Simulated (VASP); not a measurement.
Write the native input for VASP 6.6.1 that does the following.

```
Task                   : single point
Functional             : PBE
Potentials or basis    : VASP PAW PBE potentials, release 64 (B, As)
Cutoff                 : 520 eV
k mesh                 : 6 × 6 × 6
Occupations            : gaussian, width 0.1 eV
Spin                   : no spin polarisation
Dipole correction      : no
Further INCAR settings : ALGO = Normal; EDIFF = 1e-06; NBANDS = 18
```

The structure of B3As2 lies in POSCAR:

```
B3As2
1.0
    1.5678799774      0.9052159270      7.2679190111
   -1.5678799774      0.9052159270      7.2679190111
    0.0000000000     -1.8104318540      7.2679190111
B As
3 2
Direct
    0.0000000000      0.0000000000      0.0000000000
    0.2095000000      0.2095000000      0.2095000000
    0.7905000000      0.7905000000      0.7905000000
    0.4000000000      0.4000000000      0.4000000000
    0.6000000000      0.6000000000      0.6000000000
```

One way to write it, as run:

INCAR

```
SYSTEM = B3As2
  PREC = Accurate
  ENCUT = 520
  EDIFF = 1E-6
  ISMEAR = 0
  SIGMA = 0.1
  LREAL = .False.
  LASPH = .True.
  NELM = 60
  ALGO = Normal
  ISIF = 2
  LWAVE = .False.
  LCHARG = .False.
  GGA = PE
  NBANDS = 18
```

KPOINTS

```
regular mesh
0
Gamma
  6 6 6
  0 0 0
```

Potentials or basis: VASP PAW PBE potentials, release 64 (B, As).

Run with:

```console
$ cat potpaw_PBE.64/B/POTCAR potpaw_PBE.64/As/POTCAR > POTCAR
$ mpirun -np 1 vasp_std > vasp.out
```

It gave:

| Property | Result |
| --- | --- |
| Pressure | -3.5 GPa |
| Largest force | 0.968 eV/Å |

Caveat: the k points lie up to 0.39 Å⁻¹ apart.

It took 78 s on 1 thread of Intel(R) Xeon(R) 6975P-C (Granite Rapids), with other jobs on the host, peak memory 0.4 GiB.
